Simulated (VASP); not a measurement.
Input of a VASP 6.6.1 run:

File INCAR:

```
SYSTEM = TiSn2Te4
ALGO = Normal
EDIFF = 1E-7
ENCUT = 520
GGA = PE
ISIF = 2
ISMEAR = 0
LASPH = .True.
LCHARG = .False.
LREAL = .False.
LWAVE = .False.
NBANDS = 41
NELM = 80
PREC = Accurate
SIGMA = 0.2
```

Contents of KPOINTS:

```
k-points
0
Gamma
  3 3 4
  0 0 0
```

POSCAR

```
TiSn2Te4
1.0
    4.5487407655     -6.1765322465      0.0000000000
    4.5487407655      6.1765322465      0.0000000000
    0.0000000000      0.0000000000      4.2596948319
Ti Sn Te
1 2 4
Direct
    0.0000000000      0.0000000000      0.0000000000
    0.5000000000      0.0000000000      0.5000000000
    0.0000000000      0.5000000000      0.5000000000
    0.2293450544      0.7706549456      0.0000000000
    0.7706549456      0.2293450544      0.0000000000
    0.2129908200      0.2129908200      0.5000000000
    0.7870091800      0.7870091800      0.5000000000
```

Potentials or basis: VASP PAW PBE potentials, release 64 (Ti_sv, Sn_d, Te).

The run is started by

```console
$ cat potpaw_PBE.64/Ti_sv/POTCAR potpaw_PBE.64/Sn_d/POTCAR potpaw_PBE.64/Te/POTCAR > POTCAR
$ mpirun -np 1 vasp_std > vasp.out
```

Predict the largest force.

0.025 eV/Å.

Estimate the pressure.

-0.2 GPa.

Stress tensor (GPa, compression positive):
```
-0.05  0.00  0.00
 0.00 -0.15  0.00
 0.00  0.00 -0.49
```

Caveat: the k points lie up to 0.37 Å⁻¹ apart.
